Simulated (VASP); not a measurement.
# SiSbTe3 (P-6m2) in VASP: notebook, part 2 of 2

VASP 6.6.1. Earlier steps stand in the parts before.

**4. Relaxation of cell and atoms, PBE**

This run uses another cell than the first one, of 37.97 Å³/atom, 1.404 times its volume.

Contents of INCAR:

```
  PREC = Accurate
  ENCUT = 600
  EDIFF = 1E-6
  ISMEAR = 0
  SIGMA = 0.1
  LREAL = F
  LASPH = T
  NELM = 100
  ALGO = Normal
  ISIF = 3
  LWAVE = F
  LCHARG = F
  GGA = PE
  IBRION = 2
  NSW = 100
  EDIFFG = -0.01
```

Contents of KPOINTS:

```
regular mesh
0
Gamma
  12 12 4
```

Contents of POSCAR:

```
SiSbTe3
1.0
    4.8947424446      0.0000000000      0.0000000000
   -2.4473712223      4.2389713020      0.0000000000
    0.0000000000      0.0000000000      9.1494519918
Si Sb Te
1 1 3
Direct
    0.0000000000      0.0000000000      0.5000000000
    0.3333333333      0.6666666667      0.0000000000
    0.6666666667      0.3333333333      0.3491936585
    0.6666666667      0.3333333333      0.6508063415
    0.0000000000      0.0000000000      0.0000000000
```

Potentials or basis: VASP PAW PBE potentials, release 64 (Si, Sb, Te).

The run is started by

```bash
$ cat potpaw_PBE.64/Si/POTCAR potpaw_PBE.64/Sb/POTCAR potpaw_PBE.64/Te/POTCAR > POTCAR
$ mpirun -np 1 vasp_std > vasp.out
```

OUTCAR:

```text
PREC = Accurate
   ENCUT = 600
   EDIFF = 1E-6
   ISMEAR = 0
   LREAL = F
   LASPH = T
   NELM = 100
   ISIF = 3
   GGA = PE
   IBRION = 2
   NSW = 100
   EDIFFG = -0.01

 ion  position               nearest neighbor table
   1  0.000  0.000  0.500-   3 3.14   4 3.14   3 3.14   4 3.14   3 3.14   4 3.14
   2  0.333  0.667  0.000-   5 2.83   5 2.83   5 2.83
   3  0.667  0.333  0.349-   4 2.76   1 3.14   1 3.14   1 3.14
   4  0.667  0.333  0.651-   3 2.76   1 3.14   1 3.14   1 3.14
   5  0.000  0.000  0.000-   2 2.83   2 2.83   2 2.83

  LATTYP: Found a hexagonal cell.
 ALAT       =     4.8947424446
 C/A-ratio  =     1.8692407405

  Lattice vectors:

 A1 = (   4.8947424446,   0.0000000000,   0.0000000000)
 A2 = (  -2.4473712223,   4.2389713020,   0.0000000000)
 A3 = (   0.0000000000,   0.0000000000,   9.1494519918)

Analysis of symmetry for initial positions (statically):
=====================================================================
 Subroutine PRICEL returns:
 Original cell was already a primitive cell.

 Routine SETGRP: Setting up the symmetry group for a
[... 222 lines left out ...]

  energy without entropy =      -16.54217309  energy(sigma->0) =      -16.54687895

 E-fermi :   4.0493     XC(G=0):  -8.2155

 val. band max:        4.0407919107   @ k =   0.3333   0.3333   0.0000
 cond. band min:       4.0512865485   @ k =   0.3333   0.3333   0.0000
 fundamental gap:      0.0104946378
 Fermi energy:         4.0492941785

 k-point     1 :       0.0000    0.0000    0.0000
  band No.  band energies     occupation
      1      -8.8145      2.00000
      2      -8.2711      2.00000
      3      -5.8826      2.00000
      4      -2.5586      2.00000
      5      -1.8165      2.00000
      6       0.2707      2.00000
[... 457 lines left out ...]
      4      -4.7857      2.00000
      5      -2.9600      2.00000
      6      -0.3986      2.00000
[... 9 lines left out ...]
     16       5.5855      0.00000
     17       6.0409      0.00000

 [... further k-points ...]
[... 5 lines left out ...]
  --------------------------------------------------------------------------------------
  -------------------------------------------------------------------------------------
  Total       -0.0061431     -0.0061431     -0.0461394      0.0000000     -0.0000000      0.0000000
  in kB       -0.0518187     -0.0518187     -0.3891985      0.0000000     -0.0000000      0.0000000
  external PRESSURE =      -0.1642786 kB  Pullay stress =       0.0000000 kB

 VOLUME and BASIS-vectors are now :
 -----------------------------------------------------------------------------
  energy-cutoff  :      600.00
  volume of cell :      189.94
      direct lattice vectors                 reciprocal lattice vectors
     4.895149470  0.000000000  0.000000000     0.204283854  0.117943338 -0.000000000
    -2.447574735  4.239323797 -0.000000000     0.000000000  0.235886676  0.000000000
     0.000000000  0.000000000  9.152698329    -0.000000000  0.000000000  0.109257398

 POSITION                                       TOTAL-FORCE (eV/Angst)
 -----------------------------------------------------------------------------------
      4.89515      0.00000      4.57635        -0.000000      0.000000     -0.000000
     -0.00000      2.82622     -0.00000        -0.000000      0.000000      0.000000
      2.44757      1.41311      3.19511         0.000000      0.000000      0.006847
      2.44757      1.41311      5.95759        -0.000000      0.000000     -0.006847
      0.00000      0.00000      0.00000        -0.000000      0.000000      0.000000
 -----------------------------------------------------------------------------------
    total drift:                               -0.000000      0.000000      0.000000

  FREE ENERGIE OF THE ION-ELECTRON SYSTEM (eV)
  ---------------------------------------------------
  free  energy   TOTEN  =       -16.5515848067 eV

  energy  without entropy=      -16.5421730901  energy(sigma->0) =      -16.54687895

 reached required accuracy - stopping structural energy minimisation
```

OSZICAR:

```text
N       E                     dE             d eps       ncg     rms          rms(c)
DAV:   1     0.131138118065E+03    0.13114E+03   -0.10018E+04  1938   0.135E+03
DAV:   2    -0.611469084440E+01   -0.13725E+03   -0.13587E+03  2538   0.184E+02
DAV:   3    -0.163805296181E+02   -0.10266E+02   -0.10129E+02  2330   0.542E+01
DAV:   4    -0.166914116561E+02   -0.31088E+00   -0.30979E+00  2989   0.975E+00
[... 12 lines left out ...]
DAV:   1    -0.165516010225E+02   -0.23582E-04   -0.14422E-03  2018   0.191E-01    0.389E-02
DAV:   2    -0.165515932436E+02    0.77789E-05   -0.75347E-05  2689   0.444E-02    0.174E-02
DAV:   3    -0.165515868506E+02    0.63930E-05   -0.79363E-06  2189   0.132E-02    0.674E-03
DAV:   4    -0.165515851807E+02    0.16700E-05   -0.15585E-06  1150   0.608E-03    0.569E-03
DAV:   5    -0.165515848067E+02    0.37396E-06   -0.49865E-07  1049   0.398E-03
   2 F= -.16551585E+02 E0= -.16546879E+02  d E =-.720902E-05
```

Run time: 2.4 min. Hardware: 1 thread of Intel Xeon 6975P-C (Granite Rapids), shared host; peak memory 0.52 GiB.

Results:

```yaml
Free_energy: -16.5516 eV
Relaxed_volume: 37.99 Å³/atom
Relaxed_cell: a = 4.895 Å, b = 4.895 Å, c = 9.153 Å, α = 90.00°, β = 90.00°, γ = 120.00°
Space_group_after_relaxing_to_0.05_Å: P-6m2 (No. 187)
Energy_gained_by_relaxing: 0.0 meV/atom
Ionic_steps: 2
Pressure_after_relaxing: 0.0 GPa
Largest_force_after_relaxing: 0.007 eV/Å
```

Forces on the atoms (eV/Å):
```
Si   0.000  0.000  0.000
Sb   0.000  0.000  0.000
Te   0.000  0.000  0.007
Te   0.000  0.000 -0.007
Te   0.000  0.000  0.000
```

Final structure:
```
Si Sb Te
1.0
     4.89515    0.00000    0.00000
    -2.44757    4.23932    0.00000
     0.00000    0.00000    9.15270
Si Sb Te
1 1 3
Direct
  0.00000 0.00000 0.50000
  0.33333 0.66667 0.00000
  0.66667 0.33333 0.34909
  0.66667 0.33333 0.65091
  0.00000 0.00000 0.00000
```

Levels at points of the mesh, in eV from the Fermi level:
```tsv
k point	band 9	band 10	band 11	band 12	band 13	band 14	band 15	band 16	band 17
(0.00, 0.00, 0.00)	-3.27	-2.79	-2.79	-0.37	-0.37	0.24	0.46	0.46	1.16
(0.50, 0.00, 0.00)	-3.17	-1.91	-1.69	-1.38	-0.76	-0.72	1.26	1.88	2.73
(0.00, 0.00, 0.50)	-2.78	-2.78	-1.92	-0.56	-0.56	0.21	0.85	0.85	1.00
(0.50, 0.00, 0.50)	-2.54	-2.44	-2.33	-1.58	-0.65	-0.19	1.56	2.18	2.23
```

Caveat: spin-orbit coupling is left out, which moves the levels of the heavy elements; this functional lacks dispersion, which binds the layers, so the pressure and a relaxed spacing across them are unreliable.

**5. Summary**

```tsv
task	cell	k mesh	cutoff (eV)	gap on the mesh (eV)	pressure (GPa)	largest force (eV/Å)
single point	a = 5.067, b = 5.067, c = 6.081 Å, angles 90.0, 90.0, 120.0°, 5 atoms	6 × 6 × 4	520	none	7.3	1.36
single point	a = 5.320, b = 5.320, c = 6.232 Å, angles 90.0, 90.0, 120.0°, 5 atoms	6 × 6 × 4	520	none	0.0	0.01
relaxation of cell and atoms	relaxed from a = 4.895, b = 4.895, c = 9.149 Å, angles 90.0, 90.0, 120.0°, 5 atoms	12 × 12 × 4	600	none	0.0	0.01
```

Alike in all rows: level PBE; potentials or basis VASP PAW PBE potentials, release 64 (Si, Sb, Te); no spin polarisation; smearing gaussian 0.1 eV.

Caveats: spin-orbit coupling is left out, which moves the levels of the heavy elements; forces of over 1 eV/Å act on the atoms, so gaps and moduli don't describe the material at rest (some runs); this functional lacks dispersion, which binds the layers, so the pressure and a relaxed spacing across them are unreliable (some runs).

Total energies depend on the potentials used, so only differences within one code and one set of settings carry meaning.
